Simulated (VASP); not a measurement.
# TiC (CsCl type) (Pm-3m) in VASP: further runs

Runs on TiC (CsCl type). Level: PBE. Tasks: single point.

Everything below comes from runs of VASP 6.6.1. Logs are shortened: lines on timing, memory, paths and dates and some standing lists are left out, and cuts for length are marked.

## (1) The cell of the first run

Symmetry: Pm-3m, No. 221, cubic system. Conventional cell: a = 2.598 Å, b = 2.598 Å, c = 2.598 Å, α = 90.00°, β = 90.00°, γ = 90.00°. Ti (site symmetry m-3m) has 8 C at 2.25 Å and 6 Ti at 2.60 Å within 3.0 Å. C (site symmetry m-3m) has 8 Ti at 2.25 Å and 6 C at 2.60 Å within 3.0 Å.

## (2) Single point, PBE (volume scaled by 0.88)

INCAR reads:

```
PREC = Accurate
ENCUT = 520
EDIFF = 1E-7
ISMEAR = -1
SIGMA = 0.08
LREAL = F
LASPH = T
NELM = 100
ALGO = Normal
ISIF = 2
LWAVE = F
LCHARG = F
GGA = PE
NBANDS = 15
```

KPOINTS reads:

```
regular mesh
0
Gamma
  14 14 14
```

POSCAR reads:

```
TiC
1.0
    2.5981566292      0.0000000000      0.0000000000
    0.0000000000      2.5981566292      0.0000000000
    0.0000000000      0.0000000000      2.5981566292
Ti C
1 1
Direct
    0.0000000000      0.0000000000      0.0000000000
    0.5000000000      0.5000000000      0.5000000000
```

Potentials or basis: VASP PAW PBE potentials, release 64 (Ti_sv, C).

Launch:

```sh
$ cat potpaw_PBE.64/Ti_sv/POTCAR potpaw_PBE.64/C/POTCAR > POTCAR
$ mpirun -np 1 vasp_std > vasp.out
```

OUTCAR:

```text
PREC = Accurate
   ENCUT = 520
   EDIFF = 1E-7
   ISMEAR = -1
   LREAL = F
   LASPH = T
   NELM = 100
   ISIF = 2
   GGA = PE

 ion  position               nearest neighbor table
   1  0.000  0.000  0.000-   2 2.25   2 2.25   2 2.25   2 2.25   2 2.25   2 2.25   2 2.25   2 2.25

   2  0.500  0.500  0.500-   1 2.25   1 2.25   1 2.25   1 2.25   1 2.25   1 2.25   1 2.25   1 2.25

  LATTYP: Found a simple cubic cell.
 ALAT       =     2.5981566292

  Lattice vectors:

 A1 = (   2.5981566292,   0.0000000000,   0.0000000000)
 A2 = (   0.0000000000,   2.5981566292,   0.0000000000)
 A3 = (   0.0000000000,   0.0000000000,   2.5981566292)

Analysis of symmetry for initial positions (statically):
=====================================================================
 Subroutine PRICEL returns:
 Original cell was already a primitive cell.

 Routine SETGRP: Setting up the symmetry group for a
 simple cubic supercell.

 Subroutine GETGRP returns: Found 48 space group operations
 (whereof 48 operations were pure point group operations)
 out of a pool of 48 trial point group operations.

The static configuration has the point symmetry O_h .

Analysis of symmetry for dynamics (positions and initial velocities):
=====================================================================
 Subroutine PRICEL returns:
 Original cell was already a primitive cell.

 Routine SETGRP: Setting up the symmetry group for a
 simple cubic supercell.

 Subroutine GETGRP returns: Found 48 space group operations
 (whereof 48 operations were pure point group operations)
 out of a pool of 48 trial point group operations.

The dynamic configuration has the point symmetry O_h .

 Subroutine INISYM returns: Found 48 space group operations
 (whereof 48 operations are pure point group operations),
 and found     1 'primitive' translations

----------------------------------------------------------------------------------------

                                     Primitive cell

  volume of cell :      17.5386

  direct lattice vectors                    reciprocal lattice vectors
     2.598156629  0.000000000  0.000000000     0.384888266  0.000000000  0.000000000
     0.000000000  2.598156629  0.000000000     0.000000000  0.384888266  0.000000000
     0.000000000  0.000000000  2.598156629     0.000000000  0.000000000  0.384888266

  length of vectors
     2.598156629  2.598156629  2.598156629     0.384888266  0.384888266  0.384888266

  position of ions in fractional coordinates (direct lattice)
     0.000000000  0.000000000  0.000000000
     0.500000000  0.500000000  0.500000000

  ion indices of the primitive-cell ions
   primitive index   ion index
                 1           1
                 2           2

----------------------------------------------------------------------------------------

 KPOINTS: regular mesh

Automatic generation of k-mesh.
 Grid dimensions read from file:
 generate k-points for:   14   14   14

 Generating k-lattice:

  Cartesian coordinates                     Fractional coordinates (reciprocal lattice)
     0.027492019  0.000000000  0.000000000     0.071428571  0.000000000  0.000000000
     0.000000000  0.027492019  0.000000000     0.000000000  0.071428571  0.000000000
     0.000000000  0.000000000  0.027492019     0.000000000  0.000000000  0.071428571

  Length of vectors
     0.027492019  0.027492019  0.027492019

  Shift w.r.t. Gamma in fractional coordinates (k-lattice)
     0.000000000  0.000000000  0.000000000

 Subroutine IBZKPT returns following result:
 ===========================================

 Found    120 irreducible k-points:

 Following reciprocal coordinates:
            Coordinates               Weight
  0.000000  0.000000  0.000000      1.000000
  0.071429  0.000000  0.000000      6.000000
  0.142857  0.000000  0.000000      6.000000
  0.214286  0.000000  0.000000      6.000000
  0.285714  0.000000  0.000000      6.000000
  0.357143  0.000000  0.000000      6.000000
[... 16 lines left out ...]
  0.285714  0.214286  0.000000     24.000000
  0.357143  0.214286  0.000000     24.000000
 [... further k-points ...]
   k-points           NKPTS =    120   k-points in BZ     NKDIM =    120   number of bands    NBANDS=     15
   number of dos      NEDOS =    301   number of ions     NIONS =      2
   total plane-waves  NPLWV =   8000
   dimension x,y,z NGX =    20 NGY =   20 NGZ =   20
   dimension x,y,z NGXF=    40 NGYF=   40 NGZF=   40
   ions per type =               1   1
   NGX,Y,Z   is equivalent  to a cutoff of  12.80, 12.80, 12.80 a.u.
   NGXF,Y,Z  is equivalent  to a cutoff of  25.59, 25.59, 25.59 a.u.
 SYSTEM =  unknown system
   PREC   = accura    normal or accurate (medium, high low for compatibility)
   ISTART =      0    job   : 0-new  1-cont  2-samecut
   ICHARG =      2    charge: 1-file 2-atom 10-const
   ISPIN  =      1    spin polarized calculation?
   LNONCOLLINEAR =      F non collinear calculations
   LSORBIT =      F    spin-orbit coupling
   LASPH  =      T    aspherical Exc in radial PAW
   ENCUT  =  520.0 eV  38.22 Ry    6.18 a.u.   4.83  4.83  4.83*2*pi/ulx,y,z
   NELM   =    100;   NELMIN=  2; NELMDL= -5     # of ELM steps
   EDIFF  = 0.1E-06   stopping-criterion for ELM
   LREAL  =      F    real-space projection
   EDIFFG = 0.1E-05   stopping-criterion for IOM
   NSW    =      0    number of steps for IOM
   IBRION =     -1    ionic relax: 0-MD 1-quasi-New 2-CG
   NFREE  =      0    steps in history (QN), initial steepest desc. (CG)
   ISIF   =      2    stress and relaxation
   ISYM   =      2    0-nonsym 1-usesym 2-fastsym
   POTIM  = 0.5000    time-step for ionic-motion
   TEBEG  =    0.0;   TEEND  =   0.0 temperature during run
   PSTRESS=    0.0 pullay stress
   NELECT =      16.0000    total number of electrons
   NUPDOWN=      -1.0000    fix difference up-down
   EMIN   =  10.00;   EMAX   =-10.00  energy-range for DOS
   EFERMI =   0.00;   METHOD = LEGACY
   ISMEAR =    -1;   SIGMA  =   0.08  broadening in eV -4-tet -1-fermi 0-gaus
   EFERMI_NEDOS =   21; number of points for ismear=-14 and -15
   IALGO  =     38    algorithm
   IMIX   =      4    mixing-type and parameters
     AMIX     =   0.40;   BMIX     =  1.00
     AMIX_MAG =   1.60;   BMIX_MAG =  1.00
  volume/ion in A,a.u.               =       8.77        59.18
  Fermi-wavevector in a.u.,A,eV,Ry     =   1.587753  3.000417 34.299720  2.520958
  Thomas-Fermi vector in A             =   2.686862
   LORBIT       =      0    0 simple, 1 ext, 2 COOP (PROOUT), +10 PAW based schemes
   GGA     = PE    functional components
   LHFCALC =     F    Hartree Fock is set to
   AEXX    =    0.0000 exact exchange contribution
   IVDW    =     0    specifies the selected vdW correction
   LEPSILON=     F    determine dielectric tensor
   LRPA    =     F    only Hartree local field effects (RPA)
 non-spin polarized calculation
  energy-cutoff  :      520.00
  volume of cell :       17.54
 maximum number of plane-waves:       484
 NGX is ok and might be reduce to    20
   NGX =  9   NGY =  9   NGZ =  9

 number of electron      15.9999997 magnetization

 Free energy of the ion-electron system (eV)
  ---------------------------------------------------
  ext. energy  EPLUGINS =         0.00000000
  ---------------------------------------------------
  free energy    TOTEN  =       -16.14603453 eV

  energy without entropy =      -16.09483315  energy(sigma->0) =      -16.12043384

 E-fermi :  11.7014     XC(G=0): -13.5648

 val. band max:       11.6846412697   @ k =   0.3571   0.1429   0.1429
 cond. band min:      11.7133146355   @ k =   0.2857   0.2143   0.0000
 fundamental gap:      0.0286733658
 Fermi energy:        11.7014018892

 k-point     1 :       0.0000    0.0000    0.0000
  band No.  band energies     occupation
      1     -44.8151      2.00000
      2     -20.5580      2.00000
      3     -20.5580      2.00000
      4     -20.5580      2.00000
      5      -2.0382      2.00000
      6       9.7734      2.00000
      7       9.7734      2.00000
      8      13.3897      0.00000
      9      13.3897      0.00000
     10      13.3897      0.00000
     11      15.5304      0.00000
     12      15.5304      0.00000
     13      15.5304      0.00000
     14      24.4056      0.00000
     15      29.1799      0.00000

 k-point     2 :       0.0714    0.0000    0.0000
  band No.  band energies     occupation
      1     -44.8073      2.00000
      2     -20.6169      2.00000
      3     -20.5525      2.00000
      4     -20.5525      2.00000
      5      -1.9238      2.00000
      6       9.6656      2.00000
      7       9.8202      2.00000
      8      13.1013      0.00000
      9      13.1013      0.00000
     10      13.3601      0.00000
     11      15.5442      0.00000
     12      15.8382      0.00000
     13      15.8382      0.00000
     14      24.5751      0.00000
     15      28.9153      0.00000

 k-point     3 :       0.1429    0.0000    0.0000
  band No.  band energies     occupation
      1     -44.7855      2.00000
      2     -20.7798      2.00000
      3     -20.5371      2.00000
      4     -20.5371      2.00000
      5      -1.5906      2.00000
      6       9.2376      2.00000
      7       9.9544      2.00000
      8      12.5102      0.00008
      9      12.5102      0.00008
     10      13.4624      0.00000
     11      15.5832      0.00000
     12      16.4920      0.00000
     13      16.4920      0.00000
     14      24.9554      0.00000
     15      28.2070      0.00000

 k-point     4 :       0.2143    0.0000    0.0000
  band No.  band energies     occupation
      1     -44.7537      2.00000
      2     -21.0099      2.00000
      3     -20.5147      2.00000
      4     -20.5147      2.00000
      5      -1.0659      2.00000
      6       8.4051      2.00000
      7      10.1573      2.00000
      8      11.8852      0.18270
      9      11.8852      0.18270
     10      13.9415      0.00000
     11      15.6402      0.00000
     12      17.2320      0.00000
     13      17.2320      0.00000
     14      25.3313      0.00000
     15      27.2537      0.00000
[... 307 lines left out ...]
 k-point    22 :       0.2143    0.2143    0.0000
  band No.  band energies     occupation
      1     -44.6937      2.00000
      2     -20.9797      2.00000
      3     -20.9177      2.00000
      4     -20.4739      2.00000
      5      -0.2987      2.00000
      6       8.4749      2.00000
      7       9.0683      2.00000
      8      11.6810      1.12701
      9      11.8020      0.44297
     10      14.7685      0.00000
     11      14.7717      0.00000
     12      17.0070      0.00000
     13      17.9593      0.00000
     14      25.6167      0.00000
     15      28.8722      0.00000

 k-point    23 :       0.2857    0.2143    0.0000
  band No.  band energies     occupation
      1     -44.6590      2.00000
      2     -21.1914      2.00000
      3     -20.9100      2.00000
      4     -20.4505      2.00000
      5       0.2082      2.00000
      6       7.6497      2.00000
      7       9.1502      2.00000
      8      11.6523      1.29787
      9      11.7133      0.92568
     10      14.6673      0.00000
     11      15.2144      0.00000
     12      17.2202      0.00000
     13      18.0706      0.00000
     14      25.4405      0.00000
     15      28.7206      0.00000

 k-point    24 :       0.3571    0.2143    0.0000
  band No.  band energies     occupation
      1     -44.6274      2.00000
      2     -21.3998      2.00000
      3     -20.8802      2.00000
      4     -20.4293      2.00000
      5       0.7442      2.00000
      6       6.7620      2.00000
      7       9.3220      2.00000
      8      11.4652      1.90081
      9      11.6328      1.40451
     10      14.7246      0.00000
     11      15.8064      0.00000
     12      17.5112      0.00000
     13      18.0616      0.00000
     14      25.2910      0.00000
     15      28.1040      0.00000

 [... further k-points ...]
[... 5 lines left out ...]
  --------------------------------------------------------------------------------------
  -------------------------------------------------------------------------------------
  Total        3.9816485      3.9816485      3.9816485      0.0000000      0.0000000      0.0000000
  in kB      363.7286513    363.7286513    363.7286513      0.0000000      0.0000000      0.0000000
  external PRESSURE =     363.7286513 kB  Pullay stress =       0.0000000 kB

 VOLUME and BASIS-vectors are now :
 -----------------------------------------------------------------------------
  energy-cutoff  :      520.00
  volume of cell :       17.54
      direct lattice vectors                 reciprocal lattice vectors
     2.598156629  0.000000000  0.000000000     0.384888266  0.000000000  0.000000000
     0.000000000  2.598156629  0.000000000     0.000000000  0.384888266  0.000000000
     0.000000000  0.000000000  2.598156629     0.000000000  0.000000000  0.384888266

 POSITION                                       TOTAL-FORCE (eV/Angst)
 -----------------------------------------------------------------------------------
      0.00000      0.00000      0.00000         0.000000      0.000000      0.000000
      1.29908      1.29908      1.29908         0.000000      0.000000      0.000000
 -----------------------------------------------------------------------------------
    total drift:                                0.000000      0.000000      0.000000

  FREE ENERGIE OF THE ION-ELECTRON SYSTEM (eV)
  ---------------------------------------------------
  free  energy   TOTEN  =       -16.1460345287 eV

  energy  without entropy=      -16.0948331488  energy(sigma->0) =      -16.12043384
```

Run time: 45 s. Hardware: 1 thread of Intel Xeon 8259CL, shared host; peak memory 0.15 GiB.

What came out:

```
Free energy            : -16.1460 eV
Pressure               : 36.4 GPa
Band gap on the k mesh : zero (band 8 reaches 13.39 eV, above the bottom of band 9 at 10.80 eV)
```

## (3) Single point, PBE (volume scaled by 0.94)

INCAR reads:

```
ALGO = Normal ; EDIFF = 1E-6
ENCUT = 520 ; GGA = PE
ISIF = 2 ; ISMEAR = -1
LASPH = T ; LCHARG = T
LELF = T ; LREAL = F
LVHAR = T ; LWAVE = F
NBANDS = 15 ; NELM = 100
PREC = Accurate ; SIGMA = 0.08
```

KPOINTS reads:

```
k-points
0
Gamma
  14 14 14
```

POSCAR reads:

```
TiC
1.0
    2.6559122538      0.0000000000      0.0000000000
    0.0000000000      2.6559122538      0.0000000000
    0.0000000000      0.0000000000      2.6559122538
Ti C
1 1
Direct
    0.0000000000      0.0000000000      0.0000000000
    0.5000000000      0.5000000000      0.5000000000
```

Potentials or basis: VASP PAW PBE potentials, release 64 (Ti_sv, C).

Launch:

```sh
$ cat potpaw_PBE.64/Ti_sv/POTCAR potpaw_PBE.64/C/POTCAR > POTCAR
$ mpirun -np 1 vasp_std > vasp.out
```

It took 47 s on 1 thread of Intel Xeon 8259CL, shared host; peak memory 0.15 GiB.

Results (log left out):

```
Free energy            : -16.3366 eV
Pressure               : 15.6 GPa
Band gap on the k mesh : zero (band 8 reaches 12.41 eV, above the bottom of band 9 at 10.02 eV)
```

Levels at points of the mesh, in eV from the Fermi level:
```
           k point  band 5  band 6  band 7  band 8  band 9  band 10  band 11  band 12
(0.00, 0.00, 0.00)  -13.37   -1.74   -1.74    1.57    1.57     1.57     3.54     3.54
(0.50, 0.00, 0.00)  -10.17   -6.67   -1.05   -1.05   -0.75     3.79     4.65     6.95
(0.50, 0.50, 0.00)  -10.16   -3.33   -3.33   -0.64    1.88     1.88     2.93     4.28
(0.50, 0.50, 0.50)   -6.53   -5.74   -5.74   -5.74    4.99     4.99     7.34     7.34
```
